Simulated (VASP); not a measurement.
# TePb (Fm-3m) in VASP: notebook

The runs below take TePb through single point, with BLYP+D3(BJ), PBE+D4.

Program: VASP 6.6.1. These are calculated values, not measurements. Logs are shortened: lines on timing, memory, paths and dates and some standing lists are left out, and cuts for length are marked.

## (1) The cell of the first run

It takes space group Fm-3m (No. 225, cubic). The conventional cell has a = 6.491 Å, b = 6.491 Å, c = 6.491 Å, α = 90.00°, β = 90.00°, γ = 90.00°. Within 4.3 Å of Pb (site symmetry m-3m) lie 6 Te at 3.25 Å. Te (site symmetry m-3m) has 6 Pb at 3.25 Å within 4.3 Å.

## (2) Single point, BLYP+D3(BJ)

File INCAR:

```
PREC = Accurate ; ENCUT = 520
EDIFF = 1E-6 ; ISMEAR = -1
SIGMA = 0.05 ; LREAL = False
LASPH = True ; NELM = 100
ALGO = Normal ; ISIF = 2
LWAVE = False ; LCHARG = False
GGA = B5 ; ALDAX = 1.0
AGGAX = 1.0 ; AGGAC = 1.0
ALDAC = 0.0 ; IVDW = 12
VDW_S6 = 1.0 ; VDW_S8 = 2.6996
VDW_A1 = 0.4298 ; VDW_A2 = 4.2359
NBANDS = 17
```

File KPOINTS:

```
Automatic mesh
0
Gamma
  7 7 7
```

File POSCAR:

```
TePb
1.0
    0.0000000000      3.2452578039      3.2452578039
    3.2452578039      0.0000000000      3.2452578039
    3.2452578039      3.2452578039      0.0000000000
Pb Te
1 1
Direct
    0.0000000000      0.0000000000      0.0000000000
    0.5000000000      0.5000000000      0.5000000000
```

Potentials or basis: VASP PAW PBE potentials, release 64 (Pb_d, Te).

Command:

```
cat potpaw_PBE.64/Pb_d/POTCAR potpaw_PBE.64/Te/POTCAR > POTCAR
mpirun -np 1 vasp_std > vasp.out
```

OUTCAR:

```text
PREC = Accurate
   ENCUT = 520
   EDIFF = 1E-6
   ISMEAR = -1
   LREAL = False
   LASPH = True
   NELM = 100
   ISIF = 2
   GGA = B5
   IVDW = 12
 IVDW          = 12

 ion  position               nearest neighbor table
   1  0.000  0.000  0.000-   2 3.25   2 3.25   2 3.25   2 3.25   2 3.25   2 3.25
   2  0.500  0.500  0.500-   1 3.25   1 3.25   1 3.25   1 3.25   1 3.25   1 3.25

  LATTYP: Found a face centered cubic cell.
 ALAT       =     6.4905156078

  Lattice vectors:

 A1 = (   0.0000000000,   3.2452578039,   3.2452578039)
 A2 = (   3.2452578039,   0.0000000000,   3.2452578039)
 A3 = (   3.2452578039,   3.2452578039,   0.0000000000)

Analysis of symmetry for initial positions (statically):
=====================================================================
 Subroutine PRICEL returns:
 Original cell was already a primitive cell.

 Routine SETGRP: Setting up the symmetry group for a
 face centered cubic supercell.

 Subroutine GETGRP returns: Found 48 space group operations
[... 9 lines left out ...]

 Routine SETGRP: Setting up the symmetry group for a
 face centered cubic supercell.

 Subroutine GETGRP returns: Found 48 space group operations
[... 11 lines left out ...]
                                     Primitive cell

  volume of cell :      68.3562

  direct lattice vectors                    reciprocal lattice vectors
     0.000000000  3.245257804  3.245257804    -0.154070965  0.154070965  0.154070965
     3.245257804  0.000000000  3.245257804     0.154070965 -0.154070965  0.154070965
     3.245257804  3.245257804  0.000000000     0.154070965  0.154070965 -0.154070965

  length of vectors
     4.589487600  4.589487600  4.589487600     0.266858739  0.266858739  0.266858739

  position of ions in fractional coordinates (direct lattice)
     0.000000000  0.000000000  0.000000000
     0.500000000  0.500000000  0.500000000

  ion indices of the primitive-cell ions
   primitive index   ion index
                 1           1
                 2           2

----------------------------------------------------------------------------------------

 KPOINTS: Automatic mesh

Automatic generation of k-mesh.
 Grid dimensions read from file:
 generate k-points for:    7    7    7

 Generating k-lattice:

  Cartesian coordinates                     Fractional coordinates (reciprocal lattice)
    -0.022010138  0.022010138  0.022010138     0.142857143  0.000000000  0.000000000
     0.022010138 -0.022010138  0.022010138     0.000000000  0.142857143  0.000000000
     0.022010138  0.022010138 -0.022010138     0.000000000  0.000000000  0.142857143

  Length of vectors
     0.038122677  0.038122677  0.038122677

  Shift w.r.t. Gamma in fractional coordinates (k-lattice)
     0.000000000  0.000000000  0.000000000

 Subroutine IBZKPT returns following result:
 ===========================================

 Found     20 irreducible k-points:

 Following reciprocal coordinates:
            Coordinates               Weight
  0.000000  0.000000  0.000000      1.000000
  0.142857  0.000000  0.000000      8.000000
  0.285714  0.000000  0.000000      8.000000
  0.428571  0.000000  0.000000      8.000000
  0.142857  0.142857  0.000000      6.000000
  0.285714  0.142857  0.000000     24.000000
[... 12 lines left out ...]
 -0.428571  0.428571  0.142857     24.000000
 -0.285714  0.428571  0.142857     24.000000
   k-points           NKPTS =     20   k-points in BZ     NKDIM =     20   number of bands    NBANDS=     17
   number of dos      NEDOS =    301   number of ions     NIONS =      2
   total plane-waves  NPLWV =  46656
   dimension x,y,z NGX =    36 NGY =   36 NGZ =   36
   dimension x,y,z NGXF=    72 NGYF=   72 NGZF=   72
   ions per type =               1   1
   NGX,Y,Z   is equivalent  to a cutoff of  13.04, 13.04, 13.04 a.u.
   NGXF,Y,Z  is equivalent  to a cutoff of  26.08, 26.08, 26.08 a.u.
 SYSTEM =  unknown system
   PREC   = accura    normal or accurate (medium, high low for compatibility)
   ISTART =      0    job   : 0-new  1-cont  2-samecut
   ICHARG =      2    charge: 1-file 2-atom 10-const
   ISPIN  =      1    spin polarized calculation?
   LNONCOLLINEAR =      F non collinear calculations
   LSORBIT =      F    spin-orbit coupling
   LASPH  =      T    aspherical Exc in radial PAW
   ENCUT  =  520.0 eV  38.22 Ry    6.18 a.u.   8.53  8.53  8.53*2*pi/ulx,y,z
   NELM   =    100;   NELMIN=  2; NELMDL= -5     # of ELM steps
   EDIFF  = 0.1E-05   stopping-criterion for ELM
   LREAL  =      F    real-space projection
   EDIFFG = 0.1E-04   stopping-criterion for IOM
   NSW    =      0    number of steps for IOM
   IBRION =     -1    ionic relax: 0-MD 1-quasi-New 2-CG
   NFREE  =      0    steps in history (QN), initial steepest desc. (CG)
   ISIF   =      2    stress and relaxation
   ISYM   =      2    0-nonsym 1-usesym 2-fastsym
   POTIM  = 0.5000    time-step for ionic-motion
   TEBEG  =    0.0;   TEEND  =   0.0 temperature during run
   PSTRESS=    0.0 pullay stress
   NELECT =      20.0000    total number of electrons
   NUPDOWN=      -1.0000    fix difference up-down
   EMIN   =  10.00;   EMAX   =-10.00  energy-range for DOS
   EFERMI =   0.00;   METHOD = LEGACY
   ISMEAR =    -1;   SIGMA  =   0.05  broadening in eV -4-tet -1-fermi 0-gaus
   EFERMI_NEDOS =   21; number of points for ismear=-14 and -15
   IALGO  =     38    algorithm
   IMIX   =      4    mixing-type and parameters
     AMIX     =   0.40;   BMIX     =  1.00
     AMIX_MAG =   1.60;   BMIX_MAG =  1.00
  volume/ion in A,a.u.               =      34.18       230.65
  Fermi-wavevector in a.u.,A,eV,Ry     =   1.086823  2.053798 16.070998  1.181185
  Thomas-Fermi vector in A             =   2.222969
   LORBIT       =      0    0 simple, 1 ext, 2 COOP (PROOUT), +10 PAW based schemes
   GGA     = B5    functional components
   LHFCALC =     F    Hartree Fock is set to
   AEXX    =    0.0000 exact exchange contribution
   IVDW    =    12    specifies the selected vdW correction
   LEPSILON=     F    determine dielectric tensor
   LRPA    =     F    only Hartree local field effects (RPA)
 non-spin polarized calculation
  energy-cutoff  :      520.00
  volume of cell :       68.36
 maximum number of plane-waves:      1868
 NGX is ok and might be reduce to    36
   NGX = 17   NGY = 17   NGZ = 17

 number of electron      20.0000003 magnetization

 Free energy of the ion-electron system (eV)
  ---------------------------------------------------
  ext. energy  EPLUGINS =         0.00000000
  ---------------------------------------------------
  free energy    TOTEN  =        -6.28099044 eV

  energy without entropy =       -6.28098930  energy(sigma->0) =       -6.28098987

 E-fermi :   6.3788     XC(G=0):  -8.6429

 val. band max:        5.8230196841   @ k =   0.4286   0.0000   0.0000
 cond. band min:       6.9208661136   @ k =   0.4286   0.0000   0.0000
 fundamental gap:      1.0978464295
 Fermi energy:         6.3787711285

 k-point     1 :       0.0000    0.0000    0.0000
  band No.  band energies     occupation
      1     -10.8036      2.00000
      2     -10.8036      2.00000
      3     -10.7909      2.00000
      4     -10.7909      2.00000
      5     -10.7909      2.00000
      6      -6.0109      2.00000
[... 9 lines left out ...]
     16      11.9472      0.00000
     17      13.7276      0.00000

 k-point     2 :       0.1429    0.0000    0.0000
  band No.  band energies     occupation
      1     -10.8058      2.00000
      2     -10.8058      2.00000
      3     -10.7904      2.00000
      4     -10.7884      2.00000
      5     -10.7884      2.00000
      6      -5.8408      2.00000
[... 9 lines left out ...]
     16      12.3115      0.00000
     17      14.9000      0.00000

 k-point     3 :       0.2857    0.0000    0.0000
  band No.  band energies     occupation
      1     -10.8117      2.00000
      2     -10.8117      2.00000
      3     -10.7894      2.00000
      4     -10.7816      2.00000
      5     -10.7816      2.00000
      6      -5.3602      2.00000
[... 9 lines left out ...]
     16      13.3077      0.00000
     17      16.8975      0.00000

 k-point     4 :       0.4286    0.0000    0.0000
  band No.  band energies     occupation
      1     -10.8166      2.00000
      2     -10.8166      2.00000
      3     -10.7886      2.00000
      4     -10.7759      2.00000
      5     -10.7759      2.00000
      6      -4.7492      2.00000
[... 9 lines left out ...]
     16      14.7747      0.00000
     17      16.0714      0.00000

 k-point     5 :       0.1429    0.1429    0.0000
  band No.  band energies     occupation
      1     -10.8115      2.00000
      2     -10.8017      2.00000
      3     -10.7926      2.00000
      4     -10.7866      2.00000
      5     -10.7866      2.00000
      6      -5.7846      2.00000
[... 9 lines left out ...]
     16      12.9158      0.00000
     17      14.1561      0.00000

 k-point     6 :       0.2857    0.1429    0.0000
  band No.  band energies     occupation
      1     -10.8198      2.00000
      2     -10.8035      2.00000
      3     -10.7923      2.00000
      4     -10.7821      2.00000
      5     -10.7803      2.00000
      6      -5.4100      2.00000
[... 9 lines left out ...]
     16      13.9498      0.00000
     17      15.4734      0.00000
[... 201 lines left out ...]
 k-point    17 :       0.4286    0.2857    0.1429
  band No.  band energies     occupation
      1     -10.8288      2.00000
      2     -10.8049      2.00000
      3     -10.7916      2.00000
      4     -10.7771      2.00000
      5     -10.7767      2.00000
      6      -4.9826      2.00000
[... 9 lines left out ...]
     16      15.0404      0.00000
     17      15.7423      0.00000

 k-point    18 :      -0.4286    0.2857    0.1429
  band No.  band energies     occupation
      1     -10.8333      2.00000
      2     -10.8088      2.00000
      3     -10.7866      2.00000
      4     -10.7792      2.00000
      5     -10.7720      2.00000
      6      -4.4880      2.00000
[... 9 lines left out ...]
     16      15.4788      0.00000
     17      16.4578      0.00000

 k-point    19 :      -0.4286    0.4286    0.1429
  band No.  band energies     occupation
      1     -10.8491      2.00000
      2     -10.8004      2.00000
      3     -10.7937      2.00000
      4     -10.7736      2.00000
      5     -10.7679      2.00000
      6      -4.3948      2.00000
[... 9 lines left out ...]
     16      16.2380      0.00000
     17      16.9878      0.00000

 k-point    20 :      -0.2857    0.4286    0.1429
  band No.  band energies     occupation
      1     -10.8432      2.00000
      2     -10.8055      2.00000
      3     -10.7867      2.00000
      4     -10.7801      2.00000
      5     -10.7680      2.00000
      6      -4.2669      2.00000
[... 9 lines left out ...]
     16      16.3871      0.00000
     17      16.8371      0.00000

------------------------ aborting loop because EDIFF is reached ----------------------------------------

 Edisp (eV)   -1.89563

 E8    (eV) :    -1.4608

  FORCE on cell =-STRESS in cart. coord.  units (eV):
  Direction    XX          YY          ZZ          XY          YZ          ZX
  --------------------------------------------------------------------------------------
  -------------------------------------------------------------------------------------
  Total       0.05089     0.05089     0.05089     0.00000     0.00000    -0.00000
  in kB       1.19271     1.19271     1.19271     0.00000     0.00000    -0.00000
  external pressure =        1.19 kB  Pullay stress =        0.00 kB

 VOLUME and BASIS-vectors are now :
 -----------------------------------------------------------------------------
  energy-cutoff  :      520.00
  volume of cell :       68.36
      direct lattice vectors                 reciprocal lattice vectors
     0.000000000  3.245257804  3.245257804    -0.154070965  0.154070965  0.154070965
     3.245257804  0.000000000  3.245257804     0.154070965 -0.154070965  0.154070965
     3.245257804  3.245257804  0.000000000     0.154070965  0.154070965 -0.154070965

 POSITION                                       TOTAL-FORCE (eV/Angst)
 -----------------------------------------------------------------------------------
      0.00000      0.00000      0.00000        -0.000000      0.000000     -0.000000
      3.24526      3.24526      3.24526         0.000000     -0.000000      0.000000
 -----------------------------------------------------------------------------------
    total drift:                               -0.000000      0.000000      0.000000

  FREE ENERGIE OF THE ION-ELECTRON SYSTEM (eV)
  ---------------------------------------------------
  free  energy   TOTEN  =        -8.1766193048 eV

  energy  without entropy=       -8.1766181650  energy(sigma->0) =       -8.17661873
```

Wall time 19 s (1 thread of Intel Xeon Platinum 8559C (Emerald Rapids), shared host); peak memory 0.21 GiB.

Results:

```yaml
Free_energy: -8.1766 eV
Pressure: 0.1 GPa
Dispersion_energy_per_atom: -0.948 eV
```

Caveat: this odd mesh misses L, where the gap lies, so gap, dielectric constants and Born charges aren't listed; the PAW data sets were made with another functional, which shifts forces and pressure a little; spin-orbit coupling is left out, which moves the levels of the heavy elements.

(Continued in part 2 of 2.)
